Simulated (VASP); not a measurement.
# AlN (P6_3mc) in VASP: notebook

AlN is run at these levels: PBEsol; tasks: single point.

Program: VASP 6.6.1. These are calculated values, not measurements. Logs are shortened: lines on timing, memory, paths and dates and some standing lists are left out, and cuts for length are marked.

### 1 The cell of the first run

Symmetry: P6_3mc, No. 186, hexagonal system. The conventional cell has a = 3.114 Å, b = 3.114 Å, c = 4.983 Å, α = 90.00°, β = 90.00°, γ = 120.00°. Within 2.5 Å of Al (site symmetry 3m) lie 4 N at 1.89 to 1.90 Å. N (site symmetry 3m) has 4 Al at 1.89 to 1.90 Å within 2.5 Å.

### 2 Single point, PBEsol

File INCAR:

```
PREC = Accurate
ENCUT = 600
EDIFF = 1E-6
ISMEAR = 0
SIGMA = 0.05
LREAL = False
LASPH = True
NELM = 120
ALGO = Normal
ISIF = 2
LWAVE = False
LCHARG = True
GGA = PS
LELF = True
LVHAR = True
NBANDS = 26
GGA_COMPAT = False
```

File KPOINTS:

```
Automatic mesh
0
Gamma
  8 8 8
```

File POSCAR:

```
AlN
1.0
   -3.1136926464      0.0000000000      0.0000000000
    0.0000000000      5.3930738627      0.0000000000
    1.5568463232     -2.6965369313     -4.9834165464
Al N
4 4
Direct
    0.9992459619      0.3325792953      0.9984919239
    0.4992459619      0.8325792953      0.9984919239
    0.2492459619      0.9159126286      0.4984919239
    0.7492459619      0.4159126286      0.4984919239
    0.8082540381      0.1415873714      0.6165080761
    0.3082540381      0.6415873714      0.6165080761
    0.0582540381      0.7249207047      0.1165080761
    0.5582540381      0.2249207047      0.1165080761
```

Potentials or basis: VASP PAW PBE potentials, release 64 (Al, N).

Started as:

```console
$ cat potpaw_PBE.64/Al/POTCAR potpaw_PBE.64/N/POTCAR > POTCAR
$ mpirun -np 1 vasp_std > vasp.out
```

OUTCAR:

```text
PREC = Accurate
   ENCUT = 600
   EDIFF = 1E-6
   ISMEAR = 0
   LREAL = False
   LASPH = True
   NELM = 120
   ISIF = 2
   GGA = PS

 ion  position               nearest neighbor table
   1  0.999  0.333  0.998-   8 1.89   7 1.89   8 1.89   5 1.90   4 3.07   3 3.07   4 3.07   4 3.07
                             3 3.07   3 3.07   2 3.11   2 3.11   2 3.11   2 3.11
   2  0.499  0.833  0.998-   7 1.89   8 1.89   7 1.89   6 1.90   3 3.07   4 3.07   3 3.07   3 3.07
                             4 3.07   4 3.07   1 3.11   1 3.11   1 3.11   1 3.11
   3  0.249  0.916  0.498-   6 1.89   5 1.89   5 1.89   7 1.90   2 3.07   1 3.07   2 3.07   2 3.07
                             1 3.07   1 3.07   4 3.11   4 3.11   4 3.11   4 3.11
   4  0.749  0.416  0.498-   5 1.89   6 1.89   6 1.89   8 1.90   1 3.07   2 3.07   1 3.07   1 3.07
                             2 3.07   2 3.07   3 3.11   3 3.11   3 3.11   3 3.11
   5  0.808  0.142  0.617-   4 1.89   3 1.89   3 1.89   1 1.90
   6  0.308  0.642  0.617-   3 1.89   4 1.89   4 1.89   2 1.90
   7  0.058  0.725  0.117-   2 1.89   1 1.89   2 1.89   3 1.90
   8  0.558  0.225  0.117-   1 1.89   2 1.89   1 1.89   4 1.90

  LATTYP: Found a body centered orthorhombic cell.
 ALAT       =     3.1136926464
 B/A-ratio  =     1.7320508076
 C/A-ratio  =     3.2009688253

  Lattice vectors:

 A1 = (  -1.5568463232,   2.6965369313,   4.9834165464)
 A2 = (   1.5568463232,  -2.6965369314,   4.9834165464)
 A3 = (   1.5568463232,   2.6965369314,  -4.9834165464)

Analysis of symmetry for initial positions (statically):
=====================================================================
 Subroutine PRICEL returns following result:

  LATTYP: Found a hexagonal cell.
 ALAT       =     3.1136926464
 C/A-ratio  =     1.6004844127

  Lattice vectors:

 A1 = (   3.1136926464,   0.0000000000,   0.0000000000)
 A2 = (  -1.5568463232,  -2.6965369314,   0.0000000000)
 A3 = (   0.0000000000,   0.0000000000,  -4.9834165464)

   2 primitive cells build up your supercell.

 Routine SETGRP: Setting up the symmetry group for a
 body centered orthorhombic supercell.

 Subroutine GETGRP returns: Found  4 space group operations
 (whereof  2 operations were pure point group operations)
 out of a pool of  8 trial point group operations.

The static configuration has the point symmetry C_1h.
 The point group associated with its full space group is C_2v.

Analysis of symmetry for dynamics (positions and initial velocities):
=====================================================================
[... 127 lines left out ...]
   LREAL  =      F    real-space projection
   EDIFFG = 0.1E-04   stopping-criterion for IOM
   NSW    =      0    number of steps for IOM
   IBRION =     -1    ionic relax: 0-MD 1-quasi-New 2-CG
   NFREE  =      0    steps in history (QN), initial steepest desc. (CG)
   ISIF   =      2    stress and relaxation
   ISYM   =      2    0-nonsym 1-usesym 2-fastsym
   POTIM  = 0.5000    time-step for ionic-motion
   TEBEG  =    0.0;   TEEND  =   0.0 temperature during run
   PSTRESS=    0.0 pullay stress
   NELECT =      32.0000    total number of electrons
   NUPDOWN=      -1.0000    fix difference up-down
   EMIN   =  10.00;   EMAX   =-10.00  energy-range for DOS
   EFERMI =   0.00;   METHOD = LEGACY
   ISMEAR =     0;   SIGMA  =   0.05  broadening in eV -4-tet -1-fermi 0-gaus
   EFERMI_NEDOS =   21; number of points for ismear=-14 and -15
   IALGO  =     38    algorithm
   IMIX   =      4    mixing-type and parameters
     AMIX     =   0.40;   BMIX     =  1.00
     AMIX_MAG =   1.60;   BMIX_MAG =  1.00
  volume/ion in A,a.u.               =      10.46        70.59
  Fermi-wavevector in a.u.,A,eV,Ry     =   1.188261  2.245487 19.210929  1.411963
  Thomas-Fermi vector in A             =   2.324394
   LORBIT       =      0    0 simple, 1 ext, 2 COOP (PROOUT), +10 PAW based schemes
   GGA     = PS    functional components
   LHFCALC =     F    Hartree Fock is set to
   AEXX    =    0.0000 exact exchange contribution
   IVDW    =     0    specifies the selected vdW correction
   LEPSILON=     F    determine dielectric tensor
   LRPA    =     F    only Hartree local field effects (RPA)
 non-spin polarized calculation
 Gauss-broadening in eV      SIGMA  =   0.05
  energy-cutoff  :      600.00
  volume of cell :       83.68
 maximum number of plane-waves:      2820
 NGX is ok and might be reduce to    28
   NGX = 13   NGY = 21   NGZ = 23

 number of electron      31.9999997 magnetization

 Free energy of the ion-electron system (eV)
  ---------------------------------------------------
  ext. energy  EPLUGINS =         0.00000000
  ---------------------------------------------------
  free energy    TOTEN  =       -62.63140796 eV

  energy without entropy =      -62.63140796  energy(sigma->0) =      -62.63140796

 E-fermi :   6.3040     XC(G=0): -11.0998

 val. band max:        6.0513007680   @ k =   0.0000   0.0000   0.0000
 cond. band min:      10.1634764042   @ k =   0.0000   0.0000   0.0000
 fundamental gap:      4.1121756362
 Fermi energy:         6.3040155172

 k-point     1 :       0.0000    0.0000    0.0000
  band No.  band energies     occupation
      1      -9.1113      2.00000
      2      -6.9315      2.00000
      3      -6.7386      2.00000
      4      -6.7386      2.00000
      5       0.0005      2.00000
      6       0.3965      2.00000
[... 685 lines left out ...]
     25      16.9780      0.00000
     26      16.9914      0.00000

 [... further k-points ...]
[... 5 lines left out ...]
  --------------------------------------------------------------------------------------
  -------------------------------------------------------------------------------------
  Total       -0.0691845     -0.0700605     -0.0675164      0.0000000      0.0000000      0.0000000
  in kB       -1.3245852     -1.3413577     -1.2926491      0.0000000      0.0000000      0.0000000
  external PRESSURE =      -1.3195307 kB  Pullay stress =       0.0000000 kB

 VOLUME and BASIS-vectors are now :
 -----------------------------------------------------------------------------
  energy-cutoff  :      600.00
  volume of cell :       83.68
      direct lattice vectors                 reciprocal lattice vectors
    -3.113692646  0.000000000  0.000000000    -0.321162078  0.000000000 -0.100332773
     0.000000000  5.393073863  0.000000000     0.000000000  0.185423012 -0.100332773
     1.556846323 -2.696536931 -4.983416546     0.000000000  0.000000000 -0.200665546

 POSITION                                       TOTAL-FORCE (eV/Angst)
 -----------------------------------------------------------------------------------
     -1.55685     -0.89885     -4.97590         0.000000     -0.000048     -0.000388
      0.00000      1.79769     -4.97590         0.000000     -0.000048     -0.000388
      0.00000      3.59538     -2.48419         0.000000      0.000048     -0.000388
     -1.55685      0.89885     -2.48419         0.000000      0.000048     -0.000388
     -1.55685     -0.89885     -3.07232        -0.000000     -0.000064      0.000388
     -0.00000      1.79769     -3.07232        -0.000000     -0.000064      0.000388
     -0.00000      3.59538     -0.58061        -0.000000      0.000064      0.000388
     -1.55685      0.89885     -0.58061        -0.000000      0.000064      0.000388
 -----------------------------------------------------------------------------------
    total drift:                                0.000012      0.000001      0.000820

  FREE ENERGIE OF THE ION-ELECTRON SYSTEM (eV)
  ---------------------------------------------------
  free  energy   TOTEN  =       -62.6314079588 eV

  energy  without entropy=      -62.6314079588  energy(sigma->0) =      -62.63140796
```

Run time: 2.8 min. Hardware: 1 thread of Intel Xeon Platinum 8375C at 2.90GHz (Ice Lake), shared host; peak memory 0.35 GiB.

What came out:

```yaml
Free_energy: -62.6314 eV
Pressure: -0.1 GPa
Band_gap_on_the_k_mesh: 4.11 eV
```

Levels at points of the mesh, in eV from the valence-band top:
| k point | band 13 | band 14 | band 15 | band 16 | band 17 | band 18 | band 19 | band 20 |
| --- | --- | --- | --- | --- | --- | --- | --- | --- |
| (0.00, 0.00, 0.00) | -0.88 | -0.22 | -0.22 | 0.00 | 4.11 | 5.17 | 5.17 | 6.55 |
| (0.50, 0.00, 0.00) | -2.07 | -2.07 | -0.90 | -0.90 | 6.04 | 6.04 | 7.16 | 7.16 |
| (0.00, 0.50, 0.00) | -0.64 | -0.64 | -0.62 | -0.62 | 5.91 | 5.91 | 7.27 | 7.27 |
| (0.50, 0.50, 0.00) | -1.49 | -1.38 | -1.38 | -0.70 | 5.17 | 5.17 | 5.67 | 5.67 |
| (0.00, 0.00, 0.50) | -0.56 | -0.56 | -0.56 | -0.56 | 5.67 | 5.67 | 6.37 | 6.37 |

Caveat: the PAW data sets were made with another functional, which shifts forces and pressure a little. A hybrid or GW would open this gap; PBEsol tends to underestimate it.

### 3 Single point, PBEsol (strained)

File INCAR:

```
PREC = Accurate
ENCUT = 520
EDIFF = 1E-7
ISMEAR = 0
SIGMA = 0.02
LREAL = F
LASPH = T
NELM = 60
ALGO = Normal
ISIF = 2
LWAVE = F
LCHARG = F
GGA = PS
NBANDS = 16
```

File KPOINTS:

```
regular mesh
0
Gamma
  9 9 6
```

File POSCAR:

```
AlN
1.0
    3.0812298610      0.0000000000      0.0000000000
   -1.5406149305      2.6684233345      0.0000000000
    0.0000000000      0.0000000000      4.7810205400
Al N
2 2
Direct
    0.3333333333      0.6666666667      0.0060265167
    0.6666666667      0.3333333333      0.5060265167
    0.3333333333      0.6666666667      0.3789734833
    0.6666666667      0.3333333333      0.8789734833
```

Potentials or basis: VASP PAW PBE potentials, release 64 (Al, N).

Started as:

```console
$ cat potpaw_PBE.64/Al/POTCAR potpaw_PBE.64/N/POTCAR > POTCAR
$ mpirun -np 1 vasp_std > vasp.out
```

It took 12 s on 1 thread of Intel Xeon 6975P-C (Granite Rapids), shared host; peak memory 0.16 GiB.

It converged, with:

* Free energy: -31.0845 eV
* Pressure: 15.4 GPa
* Largest force: 1.447 eV/Å
* Band gap on the k mesh: 4.70 eV, direct

Forces in eV/Å, atoms in the order of the input:
```
Al   0.000  0.000 -1.447
Al   0.000  0.000 -1.447
N    0.000  0.000  1.447
N    0.000  0.000  1.447
```

Stress tensor (GPa, compression positive):
```
 7.05  0.00  0.00
 0.00  7.05  0.00
 0.00  0.00 32.24
```

Levels at points of the mesh, in eV from the valence-band top:
| k point | band 5 | band 6 | band 7 | band 8 | band 9 | band 10 | band 11 | band 12 |
| --- | --- | --- | --- | --- | --- | --- | --- | --- |
| (0.00, 0.00, 0.00) | -0.94 | -0.18 | -0.18 | 0.00 | 4.70 | 6.78 | 11.07 | 11.23 |
| (0.00, 0.00, 0.50) | -0.57 | -0.57 | -0.57 | -0.57 | 6.74 | 6.74 | 10.88 | 10.88 |

Caveat: the cell differs from its parent crystal (strained); the PAW data sets were made with another functional, which shifts forces and pressure a little.

[end of part 1 of 2]
